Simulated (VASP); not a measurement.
# Te2Mo in VASP: further runs

The runs below take Te2Mo through single point, relaxation of cell and atoms, with PBE.

Program: VASP 6.6.1. These are calculated values, not measurements. Logs are shortened: lines on timing, memory, paths and dates and some standing lists are left out, and cuts for length are marked.

### Step 1. The cell of the first run

The cell holds a slab with vacuum, 3 atoms: a = 3.560 Å, b = 3.560 Å, c = 17.524 Å, α = 90.00°, β = 90.00°, γ = 120.00°.

### Step 2. Single point, PBE

The input, INCAR:

```
SYSTEM = Te2Mo
  PREC = Accurate
  ENCUT = 520
  EDIFF = 1E-6
  ISMEAR = 0
  SIGMA = 0.1
  LREAL = .False.
  LASPH = .True.
  NELM = 60
  ALGO = Normal
  ISIF = 2
  LWAVE = .False.
  LCHARG = .False.
  GGA = PE
  NBANDS = 20
```

The input, KPOINTS:

```
regular mesh
0
Gamma
  6 6 1
  0 0 0
```

The input, POSCAR:

```
Te2Mo
1.0
    3.5602328100      0.0000000000      0.0000000000
   -1.7801164000      3.0832520500      0.0000000000
    0.0000000000      0.0000000000     17.5240573900
Te Mo
2 1
Direct
    0.3333333300      0.6666666700      0.8978554600
    0.3333333300      0.6666666700      0.1021445400
    0.0000000000      0.0000000000      0.0000000000
```

Potentials or basis: VASP PAW PBE potentials, release 64 (Te, Mo_sv).

Run with:

```
cat potpaw_PBE.64/Te/POTCAR potpaw_PBE.64/Mo_sv/POTCAR > POTCAR
mpirun -np 1 vasp_std > vasp.out
```

OUTCAR:

```text
SYSTEM = Te2Mo
   PREC = Accurate
   ENCUT = 520
   EDIFF = 1E-6
   ISMEAR = 0
   LREAL = .False.
   LASPH = .True.
   NELM = 60
   ISIF = 2
   GGA = PE

 ion  position               nearest neighbor table
   1  0.333  0.667  0.898-   3 2.73   3 2.73   3 2.73   2 3.58
   2  0.333  0.667  0.102-   3 2.73   3 2.73   3 2.73   1 3.58
   3  0.000  0.000  0.000-   1 2.73   2 2.73   1 2.73   2 2.73   1 2.73   2 2.73

  LATTYP: Found a hexagonal cell.
 ALAT       =     3.5602328100
 C/A-ratio  =     4.9221661406

  Lattice vectors:

 A1 = (   3.5602328100,   0.0000000000,   0.0000000000)
 A2 = (  -1.7801164000,   3.0832520500,   0.0000000000)
 A3 = (   0.0000000000,   0.0000000000,  17.5240573900)

Analysis of symmetry for initial positions (statically):
=====================================================================
 Subroutine PRICEL returns:
 Original cell was already a primitive cell.

 Routine SETGRP: Setting up the symmetry group for a
 hexagonal supercell.

 Subroutine GETGRP returns: Found 12 space group operations
 (whereof 12 operations were pure point group operations)
 out of a pool of 24 trial point group operations.

The static configuration has the point symmetry D_3h.

Analysis of symmetry for dynamics (positions and initial velocities):
=====================================================================
 Subroutine PRICEL returns:
 Original cell was already a primitive cell.

 Routine SETGRP: Setting up the symmetry group for a
 hexagonal supercell.

 Subroutine GETGRP returns: Found 12 space group operations
 (whereof 12 operations were pure point group operations)
 out of a pool of 24 trial point group operations.

The dynamic configuration has the point symmetry D_3h.

 Subroutine INISYM returns: Found 12 space group operations
 (whereof 12 operations are pure point group operations),
 and found     1 'primitive' translations

----------------------------------------------------------------------------------------

                                     Primitive cell

  volume of cell :     192.3632

  direct lattice vectors                    reciprocal lattice vectors
     3.560232810  0.000000000  0.000000000     0.280880508  0.162166437  0.000000000
    -1.780116400  3.083252050  0.000000000     0.000000000  0.324332874  0.000000000
     0.000000000  0.000000000 17.524057390     0.000000000  0.000000000  0.057064410

  length of vectors
     3.560232810  3.560232802 17.524057390     0.324332874  0.324332874  0.057064410

  position of ions in fractional coordinates (direct lattice)
     0.333333330  0.666666670  0.897855460
     0.333333330  0.666666670  0.102144540
     0.000000000  0.000000000  0.000000000

  ion indices of the primitive-cell ions
   primitive index   ion index
                 1           1
                 2           2
                 3           3

----------------------------------------------------------------------------------------

 KPOINTS: regular mesh

Automatic generation of k-mesh.
 Grid dimensions read from file:
 generate k-points for:    6    6    1

 Generating k-lattice:

  Cartesian coordinates                     Fractional coordinates (reciprocal lattice)
     0.046813418  0.027027739  0.000000000     0.166666667 -0.000000000  0.000000000
     0.000000000  0.054055479  0.000000000     0.000000000  0.166666667  0.000000000
     0.000000000  0.000000000  0.057064410     0.000000000  0.000000000  1.000000000

  Length of vectors
     0.054055479  0.054055479  0.057064410

  Shift w.r.t. Gamma in fractional coordinates (k-lattice)
     0.000000000  0.000000000  0.000000000

 Subroutine IBZKPT returns following result:
 ===========================================

 Found      7 irreducible k-points:

 Following reciprocal coordinates:
            Coordinates               Weight
  0.000000  0.000000  0.000000      1.000000
  0.166667 -0.000000  0.000000      6.000000
  0.333333 -0.000000  0.000000      6.000000
  0.500000 -0.000000  0.000000      3.000000
  0.166667  0.166667  0.000000      6.000000
  0.333333  0.166667  0.000000     12.000000
  0.333333  0.333333  0.000000      2.000000
   k-points           NKPTS =      7   k-points in BZ     NKDIM =      7   number of bands    NBANDS=     20
   number of dos      NEDOS =    301   number of ions     NIONS =      3
   total plane-waves  NPLWV = 109760
   dimension x,y,z NGX =    28 NGY =   28 NGZ =  140
   dimension x,y,z NGXF=    56 NGYF=   56 NGZF=  280
   ions per type =               2   1
   NGX,Y,Z   is equivalent  to a cutoff of  13.07, 13.07, 13.28 a.u.
   NGXF,Y,Z  is equivalent  to a cutoff of  26.15, 26.15, 26.56 a.u.
 SYSTEM =  Te2Mo
   PREC   = accura    normal or accurate (medium, high low for compatibility)
   ISTART =      0    job   : 0-new  1-cont  2-samecut
   ICHARG =      2    charge: 1-file 2-atom 10-const
   ISPIN  =      1    spin polarized calculation?
   LNONCOLLINEAR =      F non collinear calculations
   LSORBIT =      F    spin-orbit coupling
   LASPH  =      T    aspherical Exc in radial PAW
   ENCUT  =  520.0 eV  38.22 Ry    6.18 a.u.   6.62  6.62 32.58*2*pi/ulx,y,z
   NELM   =     60;   NELMIN=  2; NELMDL= -5     # of ELM steps
   EDIFF  = 0.1E-05   stopping-criterion for ELM
   LREAL  =      F    real-space projection
   EDIFFG = 0.1E-04   stopping-criterion for IOM
   NSW    =      0    number of steps for IOM
   IBRION =     -1    ionic relax: 0-MD 1-quasi-New 2-CG
   NFREE  =      0    steps in history (QN), initial steepest desc. (CG)
   ISIF   =      2    stress and relaxation
   ISYM   =      2    0-nonsym 1-usesym 2-fastsym
   POTIM  = 0.5000    time-step for ionic-motion
   TEBEG  =    0.0;   TEEND  =   0.0 temperature during run
   PSTRESS=    0.0 pullay stress
   NELECT =      26.0000    total number of electrons
   NUPDOWN=      -1.0000    fix difference up-down
   EMIN   =  10.00;   EMAX   =-10.00  energy-range for DOS
   EFERMI =   0.00;   METHOD = LEGACY
   ISMEAR =     0;   SIGMA  =   0.10  broadening in eV -4-tet -1-fermi 0-gaus
   EFERMI_NEDOS =   21; number of points for ismear=-14 and -15
   IALGO  =     38    algorithm
   IMIX   =      4    mixing-type and parameters
     AMIX     =   0.40;   BMIX     =  1.00
     AMIX_MAG =   1.60;   BMIX_MAG =  1.00
  volume/ion in A,a.u.               =      64.12       432.71
  Fermi-wavevector in a.u.,A,eV,Ry     =   0.840153  1.587660  9.603777  0.705858
  Thomas-Fermi vector in A             =   1.954489
   LORBIT       =      0    0 simple, 1 ext, 2 COOP (PROOUT), +10 PAW based schemes
   GGA     = PE    functional components
   LHFCALC =     F    Hartree Fock is set to
   AEXX    =    0.0000 exact exchange contribution
   IVDW    =     0    specifies the selected vdW correction
   LEPSILON=     F    determine dielectric tensor
   LRPA    =     F    only Hartree local field effects (RPA)
 non-spin polarized calculation
 Gauss-broadening in eV      SIGMA  =   0.10
  energy-cutoff  :      520.00
  volume of cell :      192.36
 maximum number of plane-waves:      5225
 NGX is ok and might be reduce to    28
   NGX = 13   NGY = 13   NGZ = 65

 number of electron      26.0000000 magnetization

 Free energy of the ion-electron system (eV)
  ---------------------------------------------------
  ext. energy  EPLUGINS =         0.00000000
  ---------------------------------------------------
  free energy    TOTEN  =       -18.01884168 eV

  energy without entropy =      -18.01884168  energy(sigma->0) =      -18.01884168

 E-fermi :   0.6749     XC(G=0):  -4.7380

 val. band max:        0.1012199018   @ k =   0.3333   0.3333   0.0000
 cond. band min:       1.1476354658   @ k =   0.3333   0.3333   0.0000
 fundamental gap:      1.0464155640
 Fermi energy:         0.6749137593

 k-point     1 :       0.0000    0.0000    0.0000
  band No.  band energies     occupation
      1     -60.5665      2.00000
      2     -34.7134      2.00000
      3     -34.6164      2.00000
      4     -34.6164      2.00000
      5     -12.4347      2.00000
      6     -11.4519      2.00000
[... 12 lines left out ...]
     19       4.7620      0.00000
     20       5.6326      0.00000

 k-point     2 :       0.1667   -0.0000    0.0000
  band No.  band energies     occupation
      1     -60.5644      2.00000
      2     -34.7070      2.00000
      3     -34.6452      2.00000
      4     -34.6231      2.00000
      5     -12.0712      2.00000
      6     -11.2038      2.00000
[... 12 lines left out ...]
     19       5.2089      0.00000
     20       6.1375      0.00000

 k-point     3 :       0.3333   -0.0000    0.0000
  band No.  band energies     occupation
      1     -60.5603      2.00000
      2     -34.7023      2.00000
      3     -34.6942      2.00000
      4     -34.6365      2.00000
      5     -11.1590      2.00000
      6     -10.5931      2.00000
[... 12 lines left out ...]
     19       5.9441      0.00000
     20       6.1917      0.00000

 k-point     4 :       0.5000   -0.0000    0.0000
  band No.  band energies     occupation
      1     -60.5582      2.00000
      2     -34.7306      2.00000
      3     -34.6878      2.00000
      4     -34.6431      2.00000
      5     -10.5235      2.00000
      6     -10.1917      2.00000
[... 12 lines left out ...]
     19       6.0742      0.00000
     20       6.6775      0.00000

 k-point     5 :       0.1667    0.1667    0.0000
  band No.  band energies     occupation
      1     -60.5613      2.00000
      2     -34.6974      2.00000
      3     -34.6828      2.00000
      4     -34.6385      2.00000
      5     -11.4247      2.00000
      6     -10.7662      2.00000
[... 12 lines left out ...]
     19       6.0317      0.00000
     20       6.9412      0.00000

 k-point     6 :       0.3333    0.1667    0.0000
  band No.  band energies     occupation
      1     -60.5582      2.00000
      2     -34.7164      2.00000
      3     -34.6878      2.00000
      4     -34.6576      2.00000
      5     -10.5653      2.00000
      6     -10.2016      2.00000
[... 12 lines left out ...]
     19       6.9164      0.00000
     20       6.9250      0.00000

 k-point     7 :       0.3333    0.3333    0.0000
  band No.  band energies     occupation
      1     -60.5572      2.00000
      2     -34.7037      2.00000
      3     -34.6879      2.00000
      4     -34.6847      2.00000
      5     -10.2340      2.00000
      6      -9.9756      2.00000
[... 12 lines left out ...]
     19       5.3019      0.00000
     20       7.4701      0.00000

------------------------ aborting loop because EDIFF is reached ----------------------------------------

  FORCE on cell =-STRESS in cart. coord.  units (eV):
  Direction    XX          YY          ZZ          XY          YZ          ZX
  --------------------------------------------------------------------------------------
  -------------------------------------------------------------------------------------
  Total        0.1706123      0.1706123      0.8351780      0.0000000      0.0000000     -0.0000000
  in kB        1.4210157      1.4210157      6.9561275      0.0000000      0.0000000     -0.0000000
  external PRESSURE =       3.2660530 kB  Pullay stress =       0.0000000 kB

 VOLUME and BASIS-vectors are now :
 -----------------------------------------------------------------------------
  energy-cutoff  :      520.00
  volume of cell :      192.36
      direct lattice vectors                 reciprocal lattice vectors
     3.560232810  0.000000000  0.000000000     0.280880508  0.162166437  0.000000000
    -1.780116400  3.083252050  0.000000000     0.000000000  0.324332874  0.000000000
     0.000000000  0.000000000 17.524057390     0.000000000  0.000000000  0.057064410

 POSITION                                       TOTAL-FORCE (eV/Angst)
 -----------------------------------------------------------------------------------
     -0.00000      2.05550     15.73407        -0.000000      0.000000     -0.236388
     -0.00000      2.05550      1.78999        -0.000000     -0.000000      0.236388
      0.00000      0.00000      0.00000         0.000000     -0.000000      0.000000
 -----------------------------------------------------------------------------------
    total drift:                                0.000009     -0.000006     -0.000000

  FREE ENERGIE OF THE ION-ELECTRON SYSTEM (eV)
  ---------------------------------------------------
  free  energy   TOTEN  =       -18.0188416763 eV

  energy  without entropy=      -18.0188416763  energy(sigma->0) =      -18.01884168
```

It took 43 s on 1 thread of Intel Xeon Platinum 8375C at 2.90GHz (Ice Lake), shared host; peak memory 0.3 GiB.

What came out:

```yaml
Free_energy: -18.0188 eV
Largest_force: 0.236 eV/Å
Band_gap_on_the_k_mesh: 1.05 eV, direct
```

Forces in eV/Å, atoms in the order of the input:
```
Te   0.000  0.000 -0.236
Te   0.000  0.000  0.236
Mo   0.000  0.000  0.000
```

Levels at points of the mesh, in eV from the valence-band top:
| k point | band 9 | band 10 | band 11 | band 12 | band 13 | band 14 | band 15 | band 16 | band 17 | band 18 |
| --- | --- | --- | --- | --- | --- | --- | --- | --- | --- | --- |
| (0.00, 0.00, 0.00) | -1.70 | -1.62 | -0.91 | -0.91 | -0.39 | 3.06 | 3.06 | 3.36 | 3.36 | 4.18 |
| (0.50, 0.00, 0.00) | -3.30 | -2.30 | -1.55 | -0.71 | -0.35 | 1.39 | 1.73 | 3.32 | 3.71 | 3.98 |

Caveat: spin-orbit coupling is left out, which moves the levels of the heavy elements.

### Step 3. Single point, PBE

This run uses another cell than the first one, of 63.91 Å³/atom, 0.997 times its volume.

The input, INCAR:

```
ALGO = Normal
EDIFF = 1E-7
ENCUT = 520
GGA = PE
ISIF = 2
ISMEAR = 0
LASPH = T
LCHARG = F
LREAL = F
LWAVE = F
NBANDS = 20
NELM = 80
PREC = Accurate
SIGMA = 0.02
```

The input, KPOINTS:

```
k-points
0
Gamma
  12 12 2
```

The input, POSCAR:

```
Te2Mo
1.0
    3.5549667215     -0.0000000029      0.0000000000
   -1.7774833583      3.0786914919      0.0000000000
    0.0000000000      0.0000000000     17.5181591292
Te Mo
2 1
Direct
    0.3333333333      0.6666666667      0.8967943705
    0.3333333333      0.6666666667      0.1032056295
    0.0000000000      0.0000000000      0.0000000000
```

Potentials or basis: VASP PAW PBE potentials, release 64 (Te, Mo_sv).

Run with:

```
cat potpaw_PBE.64/Te/POTCAR potpaw_PBE.64/Mo_sv/POTCAR > POTCAR
mpirun -np 1 vasp_std > vasp.out
```

Wall time 91 s (1 thread of Intel Xeon 6975P-C (Granite Rapids), shared host); peak memory 0.39 GiB.

It converged, with:

```
Free energy            : -18.0248 eV
Largest force          : 0.012 eV/Å
Band gap on the k mesh : 1.08 eV, direct
```

Forces on the atoms (eV/Å):
```
Te   0.000  0.000 -0.012
Te   0.000  0.000  0.012
Mo   0.000  0.000  0.000
```

Levels at points of the mesh, in eV from the valence-band top:
| k point | band 10 | band 11 | band 12 | band 13 | band 14 | band 15 | band 16 | band 17 |
| --- | --- | --- | --- | --- | --- | --- | --- | --- |
| (0.00, 0.00, 0.00) | -1.64 | -0.87 | -0.87 | -0.45 | 3.05 | 3.05 | 3.32 | 3.32 |
| (0.50, 0.00, 0.00) | -2.27 | -1.61 | -0.72 | -0.32 | 1.40 | 1.73 | 3.26 | 3.64 |
| (0.00, 0.00, 0.50) | -1.64 | -0.87 | -0.87 | -0.45 | 3.05 | 3.05 | 3.32 | 3.32 |
| (0.50, 0.00, 0.50) | -2.27 | -1.61 | -0.72 | -0.32 | 1.40 | 1.73 | 3.26 | 3.64 |

Caveat: spin-orbit coupling is left out, which moves the levels of the heavy elements.

(Part 1 of 2 ends here.)
